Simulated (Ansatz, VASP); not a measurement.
TaSi2 in VASP and in Ansatz

```
Ta Si
1.0
     4.78390    0.00000    0.00000
    -2.39195    4.14298    0.00000
     0.00000    0.00000    6.57000
Ta Si
3 6
Direct
  0.50000 0.00000 0.00000
  0.50000 0.50000 0.66667
  0.00000 0.50000 0.33333
  0.15897 0.31794 0.00000
  0.84103 0.15897 0.66667
  0.68206 0.84103 0.33333
  0.84103 0.68206 0.00000
  0.15897 0.84103 0.67428
  0.31794 0.15897 0.33333
```

Alike in both runs: task single point; functional PBE; k mesh 9 × 9 × 6; occupations gaussian, width 0.05 eV; no spin polarisation.

|  | VASP | Ansatz |
| --- | --- | --- |
| version | VASP 6.6.1 | Ansatz 0.2.0 |
| potentials or method | VASP PAW PBE potentials, release 64 (Ta_pv, Si), cutoff 520 eV | scalar-relativistic, plane waves, PAW |
| valence electrons in the cell | 57 | 63 |

```tsv
	VASP	Ansatz	Ansatz less VASP
gap on the k mesh at the Fermi level (eV)	none	none	-
pressure (GPa)	2.7	2.5	-0.10
traceless stress, the component that is largest in VASP (GPa)	0.35	0.34	-0.009
rms of the force components (eV/Å)	0.137	0.136	-0.0002
```

Atom by atom the forces differ by 0.002 eV/Å (rms over components). A gap of «none» marks a metal or a gap that the smearing closes. The functional is the same, so the differences come from potentials, cutoffs and numerics. VASP's potentials hold 57 valence electrons a cell and Ansatz's 63, so a difference there can come from the potentials and not from the codes.

Spin-orbit coupling is off throughout.
